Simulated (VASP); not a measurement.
# LiNbO3 (R-3c) in VASP: relaxation of cell and atoms with PBE

Aim: the relaxation of cell and atoms of LiNbO3 with PBE.

All numbers are computed with VASP 6.6.1; they aren't measurements. Logs are shortened: lines on timing, memory, paths and dates and some standing lists are left out, and cuts for length are marked.

## Step 1: The cell of the first run

Symmetry: R-3c, No. 167, trigonal system. Conventional cell: a = 5.269 Å, b = 5.269 Å, c = 13.903 Å, α = 90.00°, β = 90.00°, γ = 120.00°. Li (site symmetry 32) has 3 O at 2.00 Å within 2.7 Å. Nb (site symmetry -3) has 6 O at 2.01 Å within 2.7 Å. Within 2.7 Å of O (site symmetry 2) lie 1 Li at 2.00 Å and 2 Nb at 2.01 Å.

## Step 2: Relaxation of cell and atoms, PBE

INCAR

```
SYSTEM = LiNbO3
  PREC = Accurate
  ENCUT = 600
  EDIFF = 1E-6
  ISMEAR = 0
  SIGMA = 0.02
  LREAL = .False.
  LASPH = .True.
  NELM = 100
  ALGO = Normal
  ISIF = 3
  LWAVE = .False.
  LCHARG = .False.
  GGA = PE
  IBRION = 2
  NSW = 100
  EDIFFG = -0.005
```

KPOINTS

```
regular mesh
0
Gamma
  6 6 6
  0 0 0
```

POSCAR

```
LiNbO3
1.0
    2.6347188739      1.5211556511      4.6343661322
   -2.6347188739      1.5211556511      4.6343661322
    0.0000000000     -3.0423113022      4.6343661322
Li Nb O
2 2 6
Direct
    0.2500000000      0.2500000000      0.2500000000
    0.7500000000      0.7500000000      0.7500000000
    0.5000000000      0.5000000000      0.5000000000
    0.0000000000      0.0000000000      0.0000000000
    0.1296300000      0.3703700000      0.7500000000
    0.3703700000      0.7500000000      0.1296300000
    0.8703700000      0.6296300000      0.2500000000
    0.2500000000      0.8703700000      0.6296300000
    0.6296300000      0.2500000000      0.8703700000
    0.7500000000      0.1296300000      0.3703700000
```

Potentials or basis: VASP PAW PBE potentials, release 64 (Li_sv, Nb_sv, O).

The run is started by

```sh
cat potpaw_PBE.64/Li_sv/POTCAR potpaw_PBE.64/Nb_sv/POTCAR potpaw_PBE.64/O/POTCAR > POTCAR
mpirun -np 1 vasp_std > vasp.out
```

OUTCAR:

```text
SYSTEM = LiNbO3
   PREC = Accurate
   ENCUT = 600
   EDIFF = 1E-6
   ISMEAR = 0
   LREAL = .False.
   LASPH = .True.
   NELM = 100
   ISIF = 3
   GGA = PE
   IBRION = 2
   NSW = 100
   EDIFFG = -0.005

 ion  position               nearest neighbor table
   1  0.250  0.250  0.250-   7 2.00   8 2.00   9 2.00
   2  0.750  0.750  0.750-   5 2.00   6 2.00  10 2.00
   3  0.500  0.500  0.500-   8 2.01  10 2.01   9 2.01   6 2.01   7 2.01   5 2.01
   4  0.000  0.000  0.000-   6 2.01   9 2.01   8 2.01  10 2.01   7 2.01   5 2.01
   5  0.130  0.370  0.750-   2 2.00   3 2.01   4 2.01
   6  0.370  0.750  0.130-   2 2.00   4 2.01   3 2.01
   7  0.870  0.630  0.250-   1 2.00   3 2.01   4 2.01
   8  0.250  0.870  0.630-   1 2.00   3 2.01   4 2.01
   9  0.630  0.250  0.870-   1 2.00   4 2.01   3 2.01
  10  0.750  0.130  0.370-   2 2.00   3 2.01   4 2.01

  LATTYP: Found a trigonal (rhomboedric) cell.
 ALAT       =     5.5437358799
 COS(alpha) =     0.5482548499

  Lattice vectors:

 A1 = (   2.6347188739,   1.5211556511,   4.6343661322)
 A2 = (  -2.6347188739,   1.5211556511,   4.6343661322)
 A3 = (   0.0000000000,  -3.0423113022,   4.6343661322)

Analysis of symmetry for initial positions (statically):
=====================================================================
 Subroutine PRICEL returns:
 Original cell was already a primitive cell.

 Routine SETGRP: Setting up the symmetry group for a
 trigonal (rhombohedral) supercell.

 Subroutine GETGRP returns: Found 12 space group operations
 (whereof  6 operations were pure point group operations)
 out of a pool of 12 trial point group operations.

The static configuration has the point symmetry S_6 .
 The point group associated with its full space group is D_3d.

Analysis of symmetry for dynamics (positions and initial velocities):
=====================================================================
 Subroutine PRICEL returns:
 Original cell was already a primitive cell.

 Routine SETGRP: Setting up the symmetry group for a
 trigonal (rhombohedral) supercell.

 Subroutine GETGRP returns: Found 12 space group operations
 (whereof  6 operations were pure point group operations)
 out of a pool of 12 trial point group operations.

The dynamic configuration has the point symmetry S_6 .
 The point group associated with its full space group is D_3d.

 Subroutine INISYM returns: Found 12 space group operations
 (whereof  6 operations are pure point group operations),
 and found     1 'primitive' translations

----------------------------------------------------------------------------------------

                                     Primitive cell

  volume of cell :     111.4422

  direct lattice vectors                    reciprocal lattice vectors
     2.634718874  1.521155651  4.634366132     0.189773567  0.109565820  0.071926413
    -2.634718874  1.521155651  4.634366132    -0.189773567  0.109565820  0.071926413
     0.000000000 -3.042311302  4.634366132     0.000000000 -0.219131641  0.071926413

  length of vectors
     5.543735880  5.543735880  5.543735880     0.230634093  0.230634093  0.230634093

  position of ions in fractional coordinates (direct lattice)
     0.250000000  0.250000000  0.250000000
     0.750000000  0.750000000  0.750000000
     0.500000000  0.500000000  0.500000000
     0.000000000  0.000000000  0.000000000
     0.129630000  0.370370000  0.750000000
     0.370370000  0.750000000  0.129630000
     0.870370000  0.629630000  0.250000000
     0.250000000  0.870370000  0.629630000
     0.629630000  0.250000000  0.870370000
     0.750000000  0.129630000  0.370370000

  ion indices of the primitive-cell ions
   primitive index   ion index
                 1           1
                 2           2
                 3           3
                 4           4
                 5           5
                 6           6
                 7           7
                 8           8
                 9           9
                10          10

----------------------------------------------------------------------------------------

 KPOINTS: regular mesh

Automatic generation of k-mesh.
 Grid dimensions read from file:
 generate k-points for:    6    6    6

 Generating k-lattice:

  Cartesian coordinates                     Fractional coordinates (reciprocal lattice)
     0.031628928  0.018260970  0.011987736     0.166666667  0.000000000  0.000000000
    -0.031628928  0.018260970  0.011987736     0.000000000  0.166666667  0.000000000
     0.000000000 -0.036521940  0.011987736     0.000000000  0.000000000  0.166666667

  Length of vectors
     0.038439015  0.038439015  0.038439015

  Shift w.r.t. Gamma in fractional coordinates (k-lattice)
     0.000000000  0.000000000  0.000000000

 Subroutine IBZKPT returns following result:
 ===========================================

 Found     32 irreducible k-points:

 Following reciprocal coordinates:
            Coordinates               Weight
  0.000000  0.000000  0.000000      1.000000
  0.166667  0.000000  0.000000      6.000000
  0.333333  0.000000  0.000000      6.000000
  0.500000  0.000000  0.000000      3.000000
  0.166667  0.166667  0.000000      6.000000
  0.333333  0.166667  0.000000     12.000000
[... 16 lines left out ...]
  0.500000  0.500000  0.166667      6.000000
 -0.333333  0.500000  0.166667     12.000000
 [... further k-points ...]
   k-points           NKPTS =     32   k-points in BZ     NKDIM =     32   number of bands    NBANDS=     40
   number of dos      NEDOS =    301   number of ions     NIONS =     10
   total plane-waves  NPLWV = 110592
   dimension x,y,z NGX =    48 NGY =   48 NGZ =   48
   dimension x,y,z NGXF=    96 NGYF=   96 NGZF=   96
   ions per type =               2   2   6
   NGX,Y,Z   is equivalent  to a cutoff of  14.39, 14.39, 14.39 a.u.
   NGXF,Y,Z  is equivalent  to a cutoff of  28.79, 28.79, 28.79 a.u.
 SYSTEM =  LiNbO3
   PREC   = accura    normal or accurate (medium, high low for compatibility)
   ISTART =      0    job   : 0-new  1-cont  2-samecut
   ICHARG =      2    charge: 1-file 2-atom 10-const
   ISPIN  =      1    spin polarized calculation?
   LNONCOLLINEAR =      F non collinear calculations
   LSORBIT =      F    spin-orbit coupling
   LASPH  =      T    aspherical Exc in radial PAW
   ENCUT  =  600.0 eV  44.10 Ry    6.64 a.u.  11.07 11.07 11.07*2*pi/ulx,y,z
   NELM   =    100;   NELMIN=  2; NELMDL= -5     # of ELM steps
   EDIFF  = 0.1E-05   stopping-criterion for ELM
   LREAL  =      F    real-space projection
   EDIFFG = -.5E-02   stopping-criterion for IOM
   NSW    =    100    number of steps for IOM
   IBRION =      2    ionic relax: 0-MD 1-quasi-New 2-CG
   NFREE  =      1    steps in history (QN), initial steepest desc. (CG)
   ISIF   =      3    stress and relaxation
   ISYM   =      2    0-nonsym 1-usesym 2-fastsym
   POTIM  = 0.5000    time-step for ionic-motion
   TEBEG  =    0.0;   TEEND  =   0.0 temperature during run
   PSTRESS=    0.0 pullay stress
   NELECT =      68.0000    total number of electrons
   NUPDOWN=      -1.0000    fix difference up-down
   EMIN   =  10.00;   EMAX   =-10.00  energy-range for DOS
   EFERMI =   0.00;   METHOD = LEGACY
   ISMEAR =     0;   SIGMA  =   0.02  broadening in eV -4-tet -1-fermi 0-gaus
   EFERMI_NEDOS =   21; number of points for ismear=-14 and -15
   IALGO  =     38    algorithm
   IMIX   =      4    mixing-type and parameters
     AMIX     =   0.40;   BMIX     =  1.00
     AMIX_MAG =   1.60;   BMIX_MAG =  1.00
  volume/ion in A,a.u.               =      11.14        75.20
  Fermi-wavevector in a.u.,A,eV,Ry     =   1.388549  2.623978 26.232972  1.928069
  Thomas-Fermi vector in A             =   2.512665
   LORBIT       =      0    0 simple, 1 ext, 2 COOP (PROOUT), +10 PAW based schemes
   GGA     = PE    functional components
   LHFCALC =     F    Hartree Fock is set to
   AEXX    =    0.0000 exact exchange contribution
   IVDW    =     0    specifies the selected vdW correction
   LEPSILON=     F    determine dielectric tensor
   LRPA    =     F    only Hartree local field effects (RPA)
 conjugate gradient relaxation of ions
 non-spin polarized calculation
 Gauss-broadening in eV      SIGMA  =   0.02
  energy-cutoff  :      600.00
  volume of cell :      111.44
 maximum number of plane-waves:      3750
 NGX is ok and might be reduce to    48
   NGX = 23   NGY = 23   NGZ = 23

--------------------------------------- Ionic step        1  -------------------------------------------

 number of electron      67.9999987 magnetization

 Free energy of the ion-electron system (eV)
  ---------------------------------------------------
  ext. energy  EPLUGINS =         0.00000000
  ---------------------------------------------------
  free energy    TOTEN  =       -79.70985455 eV

  energy without entropy =      -79.70985455  energy(sigma->0) =      -79.70985455

------------------------ aborting loop because EDIFF is reached ----------------------------------------

  FORCE on cell =-STRESS in cart. coord.  units (eV):
  Direction    XX          YY          ZZ          XY          YZ          ZX
  --------------------------------------------------------------------------------------
  -------------------------------------------------------------------------------------
  Total       -4.0986186     -4.0986186     -3.7573979     -0.0000000      0.0000000     -0.0000000
  in kB      -58.9248598    -58.9248598    -54.0192109     -0.0000000      0.0000000     -0.0000000
  external PRESSURE =     -57.2896435 kB  Pullay stress =       0.0000000 kB
[... 249 lines left out ...]
  energy  without entropy=      -79.7700823472  energy(sigma->0) =      -79.77008235

--------------------------------------- Ionic step        7  -------------------------------------------

 number of electron      67.9999992 magnetization

 Free energy of the ion-electron system (eV)
  ---------------------------------------------------
  ext. energy  EPLUGINS =         0.00000000
  ---------------------------------------------------
  free energy    TOTEN  =       -79.77010472 eV

  energy without entropy =      -79.77010472  energy(sigma->0) =      -79.77010472

 E-fermi :   3.6702     XC(G=0): -10.7011

 val. band max:        3.5673796535   @ k =  -0.1667   0.1667   0.0000
 cond. band min:       6.0687350784   @ k =   0.5000   0.5000   0.0000
 fundamental gap:      2.5013554249
 Fermi energy:         3.6701535002

 k-point     1 :       0.0000    0.0000    0.0000
  band No.  band energies     occupation
      1     -50.9579      2.00000
      2     -50.9436      2.00000
      3     -39.3622      2.00000
      4     -39.3604      2.00000
      5     -27.1670      2.00000
      6     -27.1670      2.00000
[... 1021 lines left out ...]
     39       8.5006      0.00000
     40       8.7222      0.00000

 [... further k-points ...]

------------------------ aborting loop because EDIFF is reached ----------------------------------------

  FORCE on cell =-STRESS in cart. coord.  units (eV):
  Direction    XX          YY          ZZ          XY          YZ          ZX
  --------------------------------------------------------------------------------------
  -------------------------------------------------------------------------------------
  Total       -0.0280799     -0.0280799     -0.0249634      0.0000000     -0.0000000      0.0000000
  in kB       -0.4152536     -0.4152536     -0.3691649      0.0000000     -0.0000000      0.0000000
  external PRESSURE =      -0.3998907 kB  Pullay stress =       0.0000000 kB
[... 25 lines left out ...]
  FREE ENERGIE OF THE ION-ELECTRON SYSTEM (eV)
  ---------------------------------------------------
  free  energy   TOTEN  =       -79.7701047200 eV

  energy  without entropy=      -79.7701047200  energy(sigma->0) =      -79.77010472

 reached required accuracy - stopping structural energy minimisation
```

It took 29 min on 1 thread of Oxide Virtual Turin-like, shared host; peak memory 0.4 GiB.

What came out:

```yaml
Free_energy: -79.7701 eV
Relaxed_volume: 10.83 Å³/atom
Relaxed_cell: a = 5.493 Å, b = 5.493 Å, c = 5.493 Å, α = 56.74°, β = 56.74°, γ = 56.74°
Space_group_after_relaxing_to_0.1_Å: R-3c (No. 167)
Energy_gained_by_relaxing: 6.0 meV/atom
Ionic_steps: 7
Pressure_after_relaxing: 0.0 GPa
Band_gap_on_the_k_mesh: 2.50 eV (least direct gap 2.62 eV)
```

Forces in eV/Å, atoms in the order of the input:
```
Li   0.000  0.000  0.000
Li   0.000  0.000  0.000
Nb   0.000  0.000  0.000
Nb   0.000  0.000  0.000
O   -0.003  0.000  0.000
O    0.001  0.002  0.000
O    0.003  0.000  0.000
O   -0.001  0.002  0.000
O   -0.001 -0.002  0.000
O    0.001 -0.002  0.000
```

Step by step:
```tsv
step	energy change (eV)	largest force (eV/Å)	pressure (GPa)	volume (Å³)
1	0.0000	0.2271	-5.73	111.44
2	0.0137	0.2910	7.03	105.14
3	-0.0602	0.0078	-0.06	108.38
4	-0.0602	0.0128	0.06	108.32
5	-0.0602	0.0041	-0.08	108.38
6	-0.0602	0.0052	-0.07	108.37
7	-0.0603	0.0025	-0.04	108.34
```

Final structure:
```cif
data_structure
_symmetry_space_group_name_H-M 'P 1'
_symmetry_Int_Tables_number 1
_cell_length_a 5.4926
_cell_length_b 5.4926
_cell_length_c 5.4926
_cell_angle_alpha 56.735
_cell_angle_beta 56.735
_cell_angle_gamma 56.735
_cell_volume 108.34
loop_
_atom_site_label
_atom_site_type_symbol
_atom_site_fract_x
_atom_site_fract_y
_atom_site_fract_z
_atom_site_occupancy
Li1 Li 0.25000 0.25000 0.25000 1
Li2 Li 0.75000 0.75000 0.75000 1
Nb1 Nb 0.50000 0.50000 0.50000 1
Nb2 Nb 0.00000 0.00000 0.00000 1
O1 O 0.13043 0.36957 0.75000 1
O2 O 0.36957 0.75000 0.13043 1
O3 O 0.86957 0.63043 0.25000 1
O4 O 0.25000 0.86957 0.63043 1
O5 O 0.63043 0.25000 0.86957 1
O6 O 0.75000 0.13043 0.36957 1
```

Levels at points of the mesh, in eV from the valence-band top:
```tsv
k point	band 30	band 31	band 32	band 33	band 34	band 35	band 36	band 37	band 38	band 39
(0.00, 0.00, 0.00)	-0.25	-0.25	-0.21	-0.21	-0.07	2.55	2.55	2.72	4.63	4.63
(0.50, 0.00, 0.00)	-0.50	-0.28	-0.28	-0.23	-0.23	4.09	4.09	4.14	4.14	4.34
(0.50, 0.50, 0.00)	-1.08	-0.98	-0.42	-0.31	-0.26	2.50	3.59	3.93	4.32	4.98
(0.50, 0.50, 0.50)	-0.59	-0.30	-0.30	-0.30	-0.30	4.15	4.15	4.41	4.41	4.41
```

Caveat: the cutoff is under 1.25 times the usual one of these potentials, so pressure, stress and relaxed cells hold a basis-set (Pulay) error. A k mesh can miss the band edges.
